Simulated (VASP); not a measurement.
Wanted: the native input for a VASP 6.6.1 run.

| Property | Result |
| --- | --- |
| Task | single point |
| Functional | PBE |
| Potentials or basis | VASP PAW PBE potentials, release 64 (Ti_sv) |
| Cutoff | 520 eV |
| k mesh | 16 × 16 × 16 |
| Occupations | fermi-dirac, width 0.1 eV |
| Spin | no spin polarisation |
| Dipole correction | no |
| Further INCAR settings | ALGO = Normal; EDIFF = 1e-06; NBANDS = 12 |

The structure of Ti lies in POSCAR:

```
Ti
1.0
   -1.2489591302      1.2489591302      1.2489591302
    1.2489591302     -1.2489591302      1.2489591302
    1.2489591302      1.2489591302     -1.2489591302
Ti
1
Direct
    0.0000000000      0.0000000000      0.0000000000
```

This cell differs from its parent crystal: volume scaled by 0.45.

One way to write it, as run:

INCAR

```
PREC = Accurate
ENCUT = 520
EDIFF = 1E-6
ISMEAR = -1
SIGMA = 0.1
LREAL = False
LASPH = True
NELM = 100
ALGO = Normal
ISIF = 2
LWAVE = False
LCHARG = False
GGA = PE
NBANDS = 12
```

KPOINTS

```
Automatic mesh
0
Gamma
  16 16 16
```

Potentials or basis: VASP PAW PBE potentials, release 64 (Ti_sv).

Command:

```bash
$ cat potpaw_PBE.64/Ti_sv/POTCAR > POTCAR
$ mpirun -np 1 vasp_std > vasp.out
```

Results of the run:

```yaml
Pressure: 279.6 GPa
Band_gap_on_the_k_mesh: zero (band 6 reaches 20.57 eV, above the bottom of band 7 at 18.17 eV)
```

Run time: 23 s on 1 thread of AMD EPYC 7R13, on a shared host, peak memory 0.09 GiB.
